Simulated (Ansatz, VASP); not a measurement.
**Two plane-wave programs on AlNi**

INCAR

```
SYSTEM = AlNi
PREC = Accurate
ENCUT = 520
EDIFF = 1E-6
ISMEAR = 0
SIGMA = 0.15
LREAL = .FALSE.
LASPH = .TRUE.
NELM = 60
ALGO = Fast
ISIF = 2
LWAVE = .FALSE.
LCHARG = .TRUE.
GGA = PE
LELF = .TRUE.
LVHAR = .TRUE.
NBANDS = 14
```

Contents of KPOINTS:

```
Automatic mesh
0
G
  16 16 16
  0 0 0
```

File POSCAR:

```
AlNi
1.0
    2.8927237805      0.0000000000      0.0000000000
    0.0000000000      2.8927237805      0.0000000000
    0.0000000000      0.0000000000      2.8927237805
Al Ni
1 1
Direct
   -0.0207416969      0.0000000000      0.0000000000
    0.5095350226      0.5000000000      0.5000000000
```

Input for Ansatz:

```yaml
crystal:
  lattice:
    - [2.8927237805, 0.0, 0.0]
    - [0.0, 2.8927237805, 0.0]
    - [0.0, 0.0, 2.8927237805]
  atoms:
    - { symbol: Al, position: [-0.0207416969, 0.0, 0.0] }
    - { symbol: Ni, position: [0.5095350226, 0.5, 0.5] }
basis:
  ecutwfc: 520.0
kpoints:
  mp_grid: { grid: [16, 16, 16] }
hamiltonian:
  xc: pbe
  pseudopotentials: { kind: paw, azcp: { folder: soft_1 } }
scf:
  occupations: { method: gaussian, width: 0.15 }
output:
  forces: true
  stress: true
  eigenvalues: true
```

Change from the starting cell: mode 4 frozen in at -0.060 Å and mode 5 at +0.000 Å (largest displacements).

Alike in both runs: task single point; functional PBE; k mesh 16 × 16 × 16; occupations gaussian, width 0.15 eV; no spin polarisation.

```csv
,VASP,Ansatz
version,VASP 6.6.1,Ansatz 0.2.0
potentials or method,"VASP PAW PBE potentials, release 64 (Al, Ni), cutoff 520 eV","scalar-relativistic, plane waves, PAW"
valence electrons in the cell,13,21
```

```tsv
	VASP	Ansatz	Ansatz less VASP
gap on the k mesh at the Fermi level (eV)	none	none	-
pressure (GPa)	0.4	0.5	+0.04
traceless stress, the component that is largest in VASP (GPa)	-0.24	-0.24	+0.002
rms of the force components (eV/Å)	0.288	0.286	-0.0020
```

Atom by atom the forces differ by 0.002 eV/Å (rms over components). A gap of «none» marks a metal or a gap that the smearing closes. VASP's potentials hold 13 valence electrons a cell and Ansatz's 21, so a difference there can come from the potentials and not from the codes.
